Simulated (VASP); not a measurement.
Input of a VASP 6.6.1 run:

Contents of INCAR:

```
PREC = Accurate
ENCUT = 520
EDIFF = 1E-7
ISMEAR = -1
SIGMA = 0.13605693000000002
LREAL = F
LASPH = T
NELM = 60
ALGO = Normal
ISIF = 2
LWAVE = F
LCHARG = F
GGA = PS
NBANDS = 21
```

The input KPOINTS:

```
Automatic mesh
0
Gamma
  8 8 8
```

POSCAR

```
Sn
1.0
    0.0000000000      3.2728721877      3.2728721877
    3.2728721877      0.0000000000      3.2728721877
    3.2728721877      3.2728721877      0.0000000000
Sn
2
Direct
    0.0000000000      0.0000000000      0.0000000000
    0.2500000000      0.2500000000      0.2500000000
```

Potentials or basis: VASP PAW PBE potentials, release 64 (Sn_d).

Command:

```sh
$ cat potpaw_PBE.64/Sn_d/POTCAR > POTCAR
$ mpirun -np 1 vasp_std > vasp.out
```

Question: Predict the pressure.

Answer: -0.1 GPa.

Question: What does it give for the band gap on the k mesh?

Answer: Zero (bands 14 and 15 overlap by 0.20 eV).

Caveat: the PAW data sets were made with another functional, which shifts forces and pressure a little; spin-orbit coupling is left out, which moves the levels of the heavy elements.
